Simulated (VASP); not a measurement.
## Li: single point with PBEsol

Li:

```
Li
1.0
     7.20531    0.00000    0.00000
     0.00000    7.20531    0.00000
     0.00000    0.00000    7.20531
Li
16
Direct
  0.08657 0.08317 0.06265
  0.55460 0.03529 0.08409
  0.99811 0.54873 0.92560
  0.04419 0.04641 0.48610
  0.31030 0.28387 0.25469
  0.60024 0.58016 0.99525
  0.47576 0.06232 0.50232
  0.74796 0.26777 0.33593
  0.10119 0.46135 0.46434
  0.28829 0.79383 0.28293
  0.25240 0.23868 0.73869
  0.40587 0.51884 0.54225
  0.79444 0.62103 0.27080
  0.77833 0.31754 0.74116
  0.27326 0.81573 0.84746
  0.80520 0.71754 0.60204
```

- Program: VASP 6.6.1
- Task: single point
- Functional: PBEsol
- Potentials or basis: VASP PAW PBE potentials, release 64 (Li_sv)
- Cutoff: 520 eV
- k mesh: 2 × 2 × 2
- Occupations: fermi-dirac, width 0.11 eV
- Spin: no spin polarisation
- Dipole correction: no
- Further INCAR settings: LREAL = Auto; ALGO = Normal; EDIFF = 1e-06; NBANDS = 38

The largest force is 1.226 eV/Å and the band gap on the k mesh is zero (band 24 reaches 0.45 eV, above the bottom of band 25 at -0.22 eV).

Forces in eV/Å, atoms in the order of the input:
```
Li  -0.632 -0.077 -0.003
Li   0.191 -0.149 -0.355
Li   0.428 -0.088  0.286
Li  -0.051 -0.189  0.041
Li   0.275  0.272 -0.443
Li  -0.704 -0.225 -0.331
Li   0.179 -0.368  0.229
Li   0.121  0.095 -0.106
Li  -1.023  0.090  0.093
Li  -0.068 -0.180 -0.123
Li   0.096  0.116  0.471
Li   1.143  0.326  0.302
Li   0.201  0.435 -0.044
Li  -0.147 -0.354 -0.137
Li   0.121 -0.025 -0.417
Li  -0.132  0.322  0.539
```

Levels at points of the mesh, in eV from the Fermi level:
| k point | band 21 | band 22 | band 23 | band 24 | band 25 | band 26 |
| --- | --- | --- | --- | --- | --- | --- |
| (0.00, 0.00, 0.00) | -0.88 | -0.82 | -0.65 | 0.39 | 0.45 | 0.56 |
| (0.50, 0.00, 0.00) | -0.50 | -0.46 | -0.37 | -0.34 | -0.23 | -0.10 |
| (0.00, 0.50, 0.00) | -0.49 | -0.47 | -0.43 | -0.30 | -0.28 | -0.11 |
| (0.00, 0.00, 0.50) | -0.62 | -0.53 | -0.31 | -0.25 | -0.16 | -0.02 |
| (0.50, 0.50, 0.00) | -0.30 | -0.16 | -0.05 | 0.04 | 0.13 | 0.38 |
| (0.00, 0.50, 0.50) | -0.29 | -0.23 | -0.01 | 0.17 | 0.18 | 0.29 |
| (0.50, 0.00, 0.50) | -0.31 | -0.15 | -0.02 | 0.04 | 0.21 | 0.39 |
| (0.50, 0.50, 0.50) | -1.48 | -1.39 | -1.32 | -1.07 | 1.52 | 1.82 |

Wall time 98 s on 1 thread of Intel(R) Xeon(R) 6975P-C (Granite Rapids), on a shared host, peak memory 0.37 GiB.

Caveat: the k points lie up to 0.44 Å⁻¹ apart; the PAW data sets were made with another functional, which shifts forces and pressure a little.
